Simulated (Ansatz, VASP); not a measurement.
**BN in VASP and in Ansatz**

Contents of INCAR:

```
  ALGO = Normal
  EDIFF = 1E-6
  EDIFFG = -0.01
  ENCUT = 600
  GGA = PE
  IBRION = 2
  ISIF = 3
  ISMEAR = 0
  LASPH = True
  LCHARG = False
  LREAL = Auto
  LWAVE = False
  NELM = 100
  NSW = 65
  PREC = Accurate
  SIGMA = 0.02
```

File KPOINTS:

```
k-points
0
Gamma
  12 12 2
```

POSCAR

```
BN
1.0
    2.5545319511      0.0000000000      0.0000000000
   -1.2772659756      2.2122895644      0.0000000000
    0.0000000000      0.0000000000     19.0104987520
B N
9 9
Direct
    0.0000000000      0.0000000000      0.0000000000
    0.3333333333      0.6666666667      0.1111111111
    0.6666666667      0.3333333333      0.2222222222
    0.3333333333      0.6666666667      0.3333333333
    0.0000000000      0.0000000000      0.4444444444
    0.3333333333      0.6666666667      0.5555555556
    0.0000000000      0.0000000000      0.6666666667
    0.6666666667      0.3333333333      0.7777777778
    0.3333333333      0.6666666667      0.8888888889
    0.0000000000      0.0000000000      0.0833333333
    0.3333333333      0.6666666667      0.1944444444
    0.6666666667      0.3333333333      0.3055555556
    0.3333333333      0.6666666667      0.4166666667
    0.0000000000      0.0000000000      0.5277777778
    0.3333333333      0.6666666667      0.6388888889
    0.0000000000      0.0000000000      0.7500000000
    0.6666666667      0.3333333333      0.8611111111
    0.3333333333      0.6666666667      0.9722222222
```

Input for Ansatz:

```yaml
crystal:
  lattice:
    - [2.5545319511, 0.0, 0.0]
    - [-1.2772659756, 2.2122895644, 0.0]
    - [0.0, 0.0, 19.010498752]
  atoms:
    - { symbol: B, position: [0.0, 0.0, 0.0] }
    - { symbol: "N", position: [0.0, 0.0, 0.0833333333] }
    - { symbol: B, position: [0.3333333333, 0.6666666667, 0.1111111111] }
    - { symbol: "N", position: [0.3333333333, 0.6666666667, 0.1944444444] }
    - { symbol: B, position: [0.6666666667, 0.3333333333, 0.2222222222] }
    - { symbol: "N", position: [0.6666666667, 0.3333333333, 0.3055555556] }
    - { symbol: B, position: [0.3333333333, 0.6666666667, 0.3333333333] }
    - { symbol: "N", position: [0.3333333333, 0.6666666667, 0.4166666667] }
    - { symbol: B, position: [0.0, 0.0, 0.4444444444] }
    - { symbol: "N", position: [0.0, 0.0, 0.5277777778] }
    - { symbol: B, position: [0.3333333333, 0.6666666667, 0.5555555556] }
    - { symbol: "N", position: [0.3333333333, 0.6666666667, 0.6388888889] }
    - { symbol: B, position: [0.0, 0.0, 0.6666666667] }
    - { symbol: "N", position: [0.0, 0.0, 0.75] }
    - { symbol: B, position: [0.6666666667, 0.3333333333, 0.7777777778] }
    - { symbol: "N", position: [0.6666666667, 0.3333333333, 0.8611111111] }
    - { symbol: B, position: [0.3333333333, 0.6666666667, 0.8888888889] }
    - { symbol: "N", position: [0.3333333333, 0.6666666667, 0.9722222222] }
basis:
  ecutwfc: 420
kpoints:
  mp_grid: { grid: [12, 12, 2] }
hamiltonian:
  xc: pbe
scf:
  occupations: { method: gaussian, width: 0.02 }
output:
  forces: true
  stress: true
  eigenvalues: true
  populations: true
relax:
  adjacent_minimum: "off"
  f_tol: 0.01
  max_steps: 45
  cell: { stress_tol: 0.05 }
```

Alike in both runs: task relaxation of cell and atoms; functional PBE; k mesh 12 × 12 × 2; occupations gaussian, width 0.02 eV; no spin polarisation.

```csv
,VASP,Ansatz
version,VASP 6.6.1,Ansatz 0.2.0
potentials or method,"VASP PAW PBE potentials, release 64 (B, N), cutoff 600 eV","scalar-relativistic, plane waves, PAW"
valence electrons in the cell,72,72
```

```csv
,VASP,Ansatz,Ansatz less VASP
"gap on the k mesh at the Fermi level, each at its own relaxed structure (eV)",5.01,5.01,+0.008
relaxed volume (Å³/atom),5.96,5.96,+0.001
```
